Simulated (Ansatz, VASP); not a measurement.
# Two plane-wave programs on TiAl3

```
Ti Al
1.0
     3.74419    0.00000    0.00000
     0.00000    3.74419    0.00000
    -1.87209   -1.87209    4.19328
Ti Al
1 3
Direct
  0.00000 0.00000 0.00000
  0.50000 0.50000 0.00000
  0.25000 0.75000 0.50000
  0.75000 0.25000 0.50000
```

Alike in both runs: task single point; functional PBE; k mesh 10 × 10 × 10; occupations gaussian, width 0.05 eV; no spin polarisation.

```csv
,VASP,Ansatz
version,VASP 6.6.1,Ansatz 0.2.0
potentials or method,"VASP PAW PBE potentials, release 64 (Ti_sv, Al), cutoff 520 eV","scalar-relativistic, plane waves, PAW"
valence electrons in the cell,21,21
```

|  | VASP | Ansatz | Ansatz less VASP |
| --- | --- | --- | --- |
| gap on the k mesh at the Fermi level (eV) | none | none | - |
| pressure (GPa) | 10.0 | 10.1 | +0.10 |
| traceless stress, the component that is largest in VASP (GPa) | -0.41 | -0.40 | +0.008 |

A gap of «none» marks a metal or a gap that the smearing closes.
